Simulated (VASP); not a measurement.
# SnO in VASP: further runs

The runs below take SnO through single point, with PBE+D3(BJ).

Program: VASP 6.6.1. These are calculated values, not measurements. Logs are shortened: lines on timing, memory, paths and dates and some standing lists are left out, and cuts for length are marked.

### 1 The cell of the first run

The cell holds a slab with vacuum, 20 atoms: a = 3.836 Å, b = 3.836 Å, c = 36.353 Å, α = 90.00°, β = 90.00°, γ = 90.00°.

### 2 Single point, PBE+D3(BJ)

File INCAR:

```
SYSTEM = SnO
ALGO = Normal
DIPOL = 0.5 0.5 0.500
EDIFF = 1E-6
ENCUT = 520
GGA = PE
IDIPOL = 3
ISIF = 2
ISMEAR = 0
IVDW = 12
KPAR = 4
LASPH = .True.
LCHARG = .False.
LDIPOL = .True.
LREAL = Auto
LWAVE = .False.
NBANDS = 116
NELM = 80
PREC = Accurate
SIGMA = 0.1
```

File KPOINTS:

```
k-points
0
Gamma
  9 9 1
  0 0 0
```

File POSCAR:

```
SnO
1.0
    3.8360583204      0.0000000000      0.0000000000
   -0.0000106613      3.8360583204      0.0000000000
    0.0000000000      0.0000000000     36.3529200406
Sn O
10 10
Direct
    1.0000458547      1.0000458547      0.2051790114
    0.5000482012      0.5000482012      0.2694328298
   -0.0002385735     -0.0002385735      0.3370061465
    0.4997605843      0.4997605843      0.4007497210
    1.0002575013      1.0002575013      0.4681316723
    0.5002485337      0.5002485337      0.5318810001
   -0.0002487200     -0.0002487200      0.5992424670
    0.4997700779      0.4997700779      0.6629860988
    1.0000572881      1.0000572881      0.7305714080
    0.5000371886      0.5000371886      0.7948251529
    1.0000216134      0.5000126627      0.2373377709
    0.5000126627      1.0000216134      0.2373377709
   -0.0002230186      0.4997851813      0.3688753032
    0.4997851813     -0.0002230186      0.3688753032
    1.0002378312      0.5002347889      0.5000063393
    0.5002347889      1.0002378312      0.5000063393
   -0.0002181863      0.4997796856      0.6311169712
    0.4997796856     -0.0002181863      0.6311169712
    1.0000157933      0.5000183676      0.7626664613
    0.5000183676      1.0000157933      0.7626664613
```

Potentials or basis: VASP PAW PBE potentials, release 64 (Sn_d, O).

On the command line:

```
> cat potpaw_PBE.64/Sn_d/POTCAR potpaw_PBE.64/O/POTCAR > POTCAR
> mpirun -np 4 vasp_std > vasp.out
```

OUTCAR:

```text
SYSTEM = SnO
   EDIFF = 1E-6
   ENCUT = 520
   GGA = PE
   ISIF = 2
   ISMEAR = 0
   IVDW = 12
   LASPH = .True.
   LREAL = Auto
   NELM = 80
   PREC = Accurate
 IVDW          = 12

 ion  position               nearest neighbor table
   1  0.000  0.000  0.205-  12 2.25  11 2.25  12 2.25  11 2.25   2 3.58   2 3.58   2 3.58   2 3.58

   2  0.500  0.500  0.269-  11 2.24  12 2.24  11 2.25  12 2.25   1 3.58   1 3.58   1 3.58   1 3.58
                             3 3.66   3 3.66   3 3.66   3 3.66
   3  1.000  1.000  0.337-  14 2.24  13 2.24  14 2.24  13 2.24   4 3.57   4 3.57   4 3.57   4 3.57
                             2 3.66   2 3.66   2 3.66   2 3.66
   4  0.500  0.500  0.401-  13 2.24  14 2.24  13 2.24  14 2.24   3 3.57   3 3.57   3 3.57   3 3.57
                             5 3.65   5 3.65   5 3.65   5 3.66
   5  0.000  0.000  0.468-  16 2.24  15 2.24  16 2.24  15 2.24   6 3.57   6 3.57   6 3.57   6 3.57
                             4 3.65   4 3.65   4 3.65   4 3.66
   6  0.500  0.500  0.532-  15 2.24  16 2.24  15 2.24  16 2.24   5 3.57   5 3.57   5 3.57   5 3.57
                             7 3.65   7 3.65   7 3.65   7 3.66
   7  1.000  1.000  0.599-  18 2.24  17 2.24  18 2.24  17 2.24   8 3.57   8 3.57   8 3.57   8 3.57
                             6 3.65   6 3.65   6 3.65   6 3.66
   8  0.500  0.500  0.663-  17 2.24  18 2.24  17 2.24  18 2.24   7 3.57   7 3.57   7 3.57   7 3.57
                             9 3.66   9 3.66   9 3.66   9 3.66
   9  0.000  0.000  0.731-  20 2.24  19 2.24  20 2.25  19 2.25  10 3.58  10 3.58  10 3.58  10 3.58
                             8 3.66   8 3.66   8 3.66   8 3.66
  10  0.500  0.500  0.795-  19 2.25  20 2.25  19 2.25  20 2.25   9 3.58   9 3.58   9 3.58   9 3.58

  11  0.000  0.500  0.237-   2 2.24   2 2.25   1 2.25   1 2.25
  12  0.500  0.000  0.237-   2 2.24   2 2.25   1 2.25   1 2.25
  13  1.000  0.500  0.369-   3 2.24   4 2.24   3 2.24   4 2.24
  14  0.500  1.000  0.369-   3 2.24   4 2.24   3 2.24   4 2.24
  15  0.000  0.500  0.500-   5 2.24   6 2.24   6 2.24   5 2.24
  16  0.500  0.000  0.500-   5 2.24   6 2.24   6 2.24   5 2.24
  17  1.000  0.500  0.631-   8 2.24   7 2.24   8 2.24   7 2.24
  18  0.500  1.000  0.631-   8 2.24   7 2.24   8 2.24   7 2.24
  19  0.000  0.500  0.763-   9 2.24   9 2.25  10 2.25  10 2.25
  20  0.500  0.000  0.763-   9 2.24   9 2.25  10 2.25  10 2.25

  LATTYP: Found a simple tetragonal cell.
 ALAT       =     3.8360583204
 C/A-ratio  =     9.4766338268

  Lattice vectors:

 A1 = (   3.8360583204,   0.0000000000,   0.0000000000)
 A2 = (  -0.0000106613,   3.8360583204,   0.0000000000)
 A3 = (   0.0000000000,   0.0000000000,  36.3529200406)

Analysis of symmetry for initial positions (statically):
=====================================================================
 Subroutine PRICEL returns:
 Original cell was already a primitive cell.

 Routine SETGRP: Setting up the symmetry group for a
 simple tetragonal supercell.

 Subroutine GETGRP returns: Found  2 space group operations
 (whereof  2 operations were pure point group operations)
 out of a pool of 16 trial point group operations.

The static configuration has the point symmetry C_1h.

Analysis of symmetry for dynamics (positions and initial velocities):
=====================================================================
 Subroutine PRICEL returns:
 Original cell was already a primitive cell.

 Routine SETGRP: Setting up the symmetry group for a
 simple tetragonal supercell.

 Subroutine GETGRP returns: Found  2 space group operations
 (whereof  2 operations were pure point group operations)
 out of a pool of 16 trial point group operations.

The dynamic configuration has the point symmetry C_1h.

 Subroutine INISYM returns: Found  2 space group operations
 (whereof  2 operations are pure point group operations),
 and found     1 'primitive' translations

----------------------------------------------------------------------------------------

                                     Primitive cell

  volume of cell :     534.9457

  direct lattice vectors                    reciprocal lattice vectors
     3.836058320  0.000000000  0.000000000     0.260684254  0.000000725  0.000000000
    -0.000010661  3.836058320  0.000000000     0.000000000  0.260684254  0.000000000
     0.000000000  0.000000000 36.352920041     0.000000000  0.000000000  0.027508107

  length of vectors
     3.836058320  3.836058320 36.352920041     0.260684254  0.260684254  0.027508107

  position of ions in fractional coordinates (direct lattice)
     0.000045855  0.000045855  0.205179011
     0.500048201  0.500048201  0.269432830
[... 57 lines left out ...]
  Length of vectors
     0.028964917  0.028964917  0.027508107

  Shift w.r.t. Gamma in fractional coordinates (k-lattice)
     0.000000000  0.000000000  0.000000000

 Subroutine IBZKPT returns following result:
 ===========================================

 Found     25 irreducible k-points:

 Following reciprocal coordinates:
            Coordinates               Weight
  0.000000  0.000000  0.000000      1.000000
  0.111111  0.000000  0.000000      4.000000
  0.222222 -0.000000  0.000000      4.000000
  0.333333 -0.000000  0.000000      4.000000
  0.444444 -0.000000  0.000000      4.000000
  0.111111  0.111111  0.000000      2.000000
[... 16 lines left out ...]
 -0.333333  0.444444  0.000000      4.000000
  0.444444  0.444444  0.000000      2.000000
   k-points           NKPTS =     25   k-points in BZ     NKDIM =     25   number of bands    NBANDS=    116
   number of dos      NEDOS =    301   number of ions     NIONS =     20
   total plane-waves  NPLWV = 243000
   dimension x,y,z NGX =    30 NGY =   30 NGZ =  270
   dimension x,y,z NGXF=    60 NGYF=   60 NGZF=  540
   ions per type =              10  10
   NGX,Y,Z   is equivalent  to a cutoff of  13.00, 13.00, 12.35 a.u.
   NGXF,Y,Z  is equivalent  to a cutoff of  26.00, 26.00, 24.69 a.u.
 SYSTEM =  SnO
   PREC   = accura    normal or accurate (medium, high low for compatibility)
   ISTART =      0    job   : 0-new  1-cont  2-samecut
   ICHARG =      2    charge: 1-file 2-atom 10-const
   ISPIN  =      1    spin polarized calculation?
   LNONCOLLINEAR =      F non collinear calculations
   LSORBIT =      F    spin-orbit coupling
   LASPH  =      T    aspherical Exc in radial PAW
   ENCUT  =  520.0 eV  38.22 Ry    6.18 a.u.   7.13  7.13 67.59*2*pi/ulx,y,z
   NELM   =     80;   NELMIN=  2; NELMDL= -5     # of ELM steps
   EDIFF  = 0.1E-05   stopping-criterion for ELM
   LREAL  =      T    real-space projection
   EDIFFG = 0.1E-04   stopping-criterion for IOM
   NSW    =      0    number of steps for IOM
   IBRION =     -1    ionic relax: 0-MD 1-quasi-New 2-CG
   NFREE  =      0    steps in history (QN), initial steepest desc. (CG)
   ISIF   =      2    stress and relaxation
   ISYM   =      2    0-nonsym 1-usesym 2-fastsym
   POTIM  = 0.5000    time-step for ionic-motion
   TEBEG  =    0.0;   TEEND  =   0.0 temperature during run
   PSTRESS=    0.0 pullay stress
   NELECT =     200.0000    total number of electrons
   NUPDOWN=      -1.0000    fix difference up-down
   EMIN   =  10.00;   EMAX   =-10.00  energy-range for DOS
   EFERMI =   0.00;   METHOD = LEGACY
   ISMEAR =     0;   SIGMA  =   0.10  broadening in eV -4-tet -1-fermi 0-gaus
   EFERMI_NEDOS =   21; number of points for ismear=-14 and -15
   IALGO  =     38    algorithm
   IMIX   =      4    mixing-type and parameters
     AMIX     =   0.40;   BMIX     =  1.00
     AMIX_MAG =   1.60;   BMIX_MAG =  1.00
  volume/ion in A,a.u.               =      26.75       180.50
  Fermi-wavevector in a.u.,A,eV,Ry     =   1.179365  2.228677 18.924370  1.390902
  Thomas-Fermi vector in A             =   2.315677
   LORBIT       =      0    0 simple, 1 ext, 2 COOP (PROOUT), +10 PAW based schemes
   GGA     = PE    functional components
   LHFCALC =     F    Hartree Fock is set to
   AEXX    =    0.0000 exact exchange contribution
   IVDW    =    12    specifies the selected vdW correction
   LEPSILON=     F    determine dielectric tensor
   LRPA    =     F    only Hartree local field effects (RPA)
 non-spin polarized calculation
 Gauss-broadening in eV      SIGMA  =   0.10
  energy-cutoff  :      520.00
  volume of cell :      534.95
 maximum number of plane-waves:     14456
 NGX is ok and might be reduce to    30
   NGX = 15   NGY = 15   NGZ =135

 dipolmoment           0.000000      0.000000     -0.000000 electrons x Angstroem

 number of electron     200.0000065 magnetization

 dipolmoment           0.000000      0.000000      0.000003 electrons x Angstroem

 Free energy of the ion-electron system (eV)
  ---------------------------------------------------
  ext. energy  EPLUGINS =         0.00000000
  ---------------------------------------------------
  free energy    TOTEN  =      -113.36965114 eV

  energy without entropy =     -113.36933669  energy(sigma->0) =     -113.36949391

 E-fermi :   3.3649     XC(G=0):  -7.1278

 val. band max:        3.1822688318   @ k =   0.1111   0.0000   0.0000
 cond. band min:       3.5356073941   @ k =   0.4444   0.4444   0.0000
 fundamental gap:      0.3533385623
 Fermi energy:         3.3648872224

 k-point     1 :       0.0000    0.0000    0.0000
  band No.  band energies     occupation
      1     -18.6750      2.00000
      2     -18.6684      2.00000
      3     -18.6606      2.00000
      4     -18.6312      2.00000
      5     -18.6311      2.00000
      6     -18.2934      2.00000
[... 2749 lines left out ...]
    111       6.3241      0.00000
    112       6.4003      0.00000

 [... further k-points ...]

 [bands above 112 left out]

------------------------ aborting loop because EDIFF is reached ----------------------------------------

 vacuum level on the upper side and lower side of the slab       (xc-potential included)        -0.169        -0.169

 Edisp (eV)   -4.26146

 E8    (eV) :    -1.8676

  FORCE on cell =-STRESS in cart. coord.  units (eV):
  Direction    XX          YY          ZZ          XY          YZ          ZX
  --------------------------------------------------------------------------------------
  -------------------------------------------------------------------------------------
  Total       0.25839     0.25839     0.53050    -0.00262    -0.00261    -0.00261
  in kB       0.77388     0.77388     1.58887    -0.00785    -0.00782    -0.00782
  external pressure =        1.05 kB  Pullay stress =        0.00 kB

 VOLUME and BASIS-vectors are now :
 -----------------------------------------------------------------------------
  energy-cutoff  :      520.00
  volume of cell :      534.95
      direct lattice vectors                 reciprocal lattice vectors
     3.836058320  0.000000000  0.000000000     0.260684254  0.000000725  0.000000000
    -0.000010661  3.836058320  0.000000000     0.000000000  0.260684254  0.000000000
     0.000000000  0.000000000 36.352920041     0.000000000  0.000000000  0.027508107

 POSITION                                       TOTAL-FORCE (eV/Angst)
 -----------------------------------------------------------------------------------
      0.00018      0.00018      7.45886        -0.001861     -0.001861     -0.092821
      1.91821      1.91821      9.79467         0.001186      0.001186      0.075953
      3.83513      3.83514     12.25116         0.003624      0.003624     -0.080504
      1.91711      1.91711     14.56842        -0.001793     -0.001793      0.077164
      0.00099      0.00099     17.01795        -0.001065     -0.001065     -0.074983
      1.91898      1.91898     19.33543         0.000659      0.000659      0.075819
[... 12 lines left out ...]
      0.00006      1.91810     27.72515         0.000236     -0.000076      0.000264
      1.91810      0.00006     27.72515        -0.000076      0.000236      0.000264
 -----------------------------------------------------------------------------------
    total drift:                                0.013308      0.013308      0.013475

  FREE ENERGIE OF THE ION-ELECTRON SYSTEM (eV)
  ---------------------------------------------------
  free  energy   TOTEN  =      -117.6311063464 eV

  energy  without entropy=     -117.6307918998  energy(sigma->0) =     -117.63094912

 vacuum level on the upper side and lower side of the slab         7.237         7.236
```

Wall time 18 min (4 MPI ranks of Intel Xeon Platinum 8259CL at 2.50GHz (Skylake/Cascade Lake), shared host); peak memory 1.1 GiB.

Results:

```
Free energy                : -117.6311 eV
Largest force              : 0.093 eV/Å
Band gap on the k mesh     : 0.35 eV (least direct gap 1.74 eV)
Dispersion energy per atom : -0.213 eV
```

Forces in eV/Å, atoms in the order of the input:
```
Sn  -0.002 -0.002 -0.093
Sn   0.001  0.001  0.076
Sn   0.004  0.004 -0.081
Sn  -0.002 -0.002  0.077
Sn  -0.001 -0.001 -0.075
Sn   0.001  0.001  0.076
Sn  -0.001 -0.001 -0.077
Sn   0.003  0.003  0.081
Sn  -0.001 -0.001 -0.074
Sn  -0.002 -0.002  0.091
O    0.001  0.001  0.001
O    0.001  0.001  0.001
O    0.000  0.000 -0.002
O    0.000  0.000 -0.002
O   -0.001 -0.001 -0.001
O   -0.001 -0.001 -0.001
O    0.000  0.000  0.001
O    0.000  0.000  0.001
O    0.000  0.000  0.000
O    0.000  0.000  0.000
```

Levels at points of the mesh, in eV from the valence-band top:
```
           k point  band 96  band 97  band 98  band 99  band 100  band 101  band 102  band 103  band 104  band 105
(0.00, 0.00, 0.00)    -1.83    -1.28    -0.68    -0.24      0.00      1.74      1.77      1.82      1.82      1.96
```

Caveat: semilocal functionals underestimate gaps, and a narrow one can read as zero; spin-orbit coupling is left out, which moves the levels of the heavy elements.

### 3 Single point, PBE+D3(BJ)

File INCAR:

```
SYSTEM = SnO
ALGO = Normal
DIPOL = 0.5 0.5 0.500
EDIFF = 1E-6
ENCUT = 520
GGA = PE
IDIPOL = 3
ISIF = 2
ISMEAR = 0
IVDW = 12
KPAR = 4
LASPH = .TRUE.
LCHARG = .TRUE.
LDIPOL = .TRUE.
LREAL = Auto
LVACPOTAV = .TRUE.
LVHAR = .TRUE.
LWAVE = .FALSE.
NBANDS = 116
NELM = 100
PREC = Accurate
SIGMA = 0.1
```

File KPOINTS:

```
k-points
0
G
  9 9 1
  0 0 0
```

File POSCAR:

```
SnO
1.0
    3.8360583204      0.0000000000      0.0000000000
   -0.0000106613      3.8360583204      0.0000000000
    0.0000000000      0.0000000000     36.3529200406
Sn O
10 10
Direct
    0.9998905329      0.9998905329      0.2063107996
    0.4998732403      0.4998732403      0.2700529955
    0.0001094671      0.0001094671      0.3372198508
    0.5001267597      0.5001267597      0.4009620468
    0.9998905329      0.9998905329      0.4681289020
    0.4998732403      0.4998732403      0.5318710980
    0.0001094671      0.0001094671      0.5990379532
    0.5001267597      0.5001267597      0.6627801492
    0.9998905329      0.9998905329      0.7299470045
    0.4998732403      0.4998732403      0.7936892004
    0.9998239589      0.4998149234      0.2381830175
    0.4998149234      0.9998239589      0.2381830175
    0.0001760411      0.5001850766      0.3690920687
    0.5001850766      0.0001760411      0.3690920687
    0.9998239589      0.4998149234      0.5000011200
    0.4998149234      0.9998239589      0.5000011200
    0.0001760411      0.5001850766      0.6309101712
    0.5001850766      0.0001760411      0.6309101712
    0.9998239589      0.4998149234      0.7618192224
    0.4998149234      0.9998239589      0.7618192224
```

Potentials or basis: VASP PAW PBE potentials, release 64 (Sn_d, O).

On the command line:

```
> cat potpaw_PBE.64/Sn_d/POTCAR potpaw_PBE.64/O/POTCAR > POTCAR
> mpirun -np 4 vasp_std > vasp.out
```

OUTCAR:

```text
SYSTEM = SnO
   EDIFF = 1E-6
   ENCUT = 520
   GGA = PE
   ISIF = 2
   ISMEAR = 0
   IVDW = 12
   LASPH = .TRUE.
   LREAL = Auto
   NELM = 100
   PREC = Accurate
 IVDW          = 12

 ion  position               nearest neighbor table
   1  1.000  1.000  0.206-  12 2.24  11 2.24  12 2.24  11 2.24   2 3.57   2 3.57   2 3.57   2 3.57

   2  0.500  0.500  0.270-  11 2.24  12 2.24  11 2.24  12 2.24   1 3.57   1 3.57   1 3.57   1 3.57
                             3 3.65   3 3.65   3 3.65   3 3.65
   3  0.000  0.000  0.337-  14 2.24  13 2.24  14 2.24  13 2.24   4 3.57   4 3.57   4 3.57   4 3.57
[... 3031 lines left out ...]
  Total       0.67834     0.67834     1.38780    -0.00311     0.00107     0.00107
  in kB       2.03165     2.03165     4.15649    -0.00930     0.00321     0.00321
  external pressure =        2.74 kB  Pullay stress =        0.00 kB

 VOLUME and BASIS-vectors are now :
 -----------------------------------------------------------------------------
  energy-cutoff  :      520.00
  volume of cell :      534.95
      direct lattice vectors                 reciprocal lattice vectors
     3.836058320  0.000000000  0.000000000     0.260684254  0.000000725  0.000000000
    -0.000010661  3.836058320  0.000000000     0.000000000  0.260684254  0.000000000
     0.000000000  0.000000000 36.352920041     0.000000000  0.000000000  0.027508107

 POSITION                                       TOTAL-FORCE (eV/Angst)
 -----------------------------------------------------------------------------------
      3.83563      3.83564      7.50000         0.000086      0.000086     -0.279048
      1.91754      1.91754      9.81721         0.001052      0.001052      0.228085
      0.00042      0.00042     12.25893         0.001997      0.001997     -0.072370
      1.91851      1.91852     14.57614        -0.000861     -0.000861      0.082641
      3.83563      3.83564     17.01785         0.000494      0.000494     -0.068477
      1.91754      1.91754     19.33507        -0.001664     -0.001664      0.070296
[... 12 lines left out ...]
      3.83538      1.91732     27.69435         0.000395      0.001254     -0.022812
      1.91731      3.83538     27.69435         0.001254      0.000395     -0.022812
 -----------------------------------------------------------------------------------
    total drift:                                0.012267      0.012267      0.000355

  FREE ENERGIE OF THE ION-ELECTRON SYSTEM (eV)
  ---------------------------------------------------
  free  energy   TOTEN  =      -117.6261512947 eV

  energy  without entropy=     -117.6257826863  energy(sigma->0) =     -117.62596699

 vacuum level on the upper side and lower side of the slab         7.387         7.385
```

It took 19 min on 4 MPI ranks of Intel Xeon Platinum 8259CL at 2.50GHz (Skylake/Cascade Lake), shared host; peak memory 1.1 GiB.

What came out:

```yaml
Free_energy: -117.6262 eV
Largest_force: 0.280 eV/Å
Band_gap_on_the_k_mesh: 0.34 eV (least direct gap 1.73 eV)
Dispersion_energy_per_atom: -0.214 eV
```

Forces in eV/Å, atoms in the order of the input:
```
Sn   0.000  0.000 -0.279
Sn   0.001  0.001  0.228
Sn   0.002  0.002 -0.072
Sn  -0.001 -0.001  0.083
Sn   0.000  0.000 -0.068
Sn  -0.002 -0.002  0.070
Sn   0.000  0.000 -0.082
Sn   0.001  0.001  0.073
Sn   0.000  0.000 -0.227
Sn   0.001  0.001  0.280
O    0.001  0.001  0.022
O    0.001  0.001  0.022
O   -0.002 -0.002 -0.006
O   -0.002 -0.002 -0.006
O    0.000  0.001 -0.001
O    0.001  0.000 -0.001
O   -0.002 -0.002  0.005
O   -0.002 -0.002  0.005
O    0.000  0.001 -0.023
O    0.001  0.000 -0.023
```

Caveat: semilocal functionals underestimate gaps, and a narrow one can read as zero; spin-orbit coupling is left out, which moves the levels of the heavy elements.

(Part 1 of 2 ends here.)
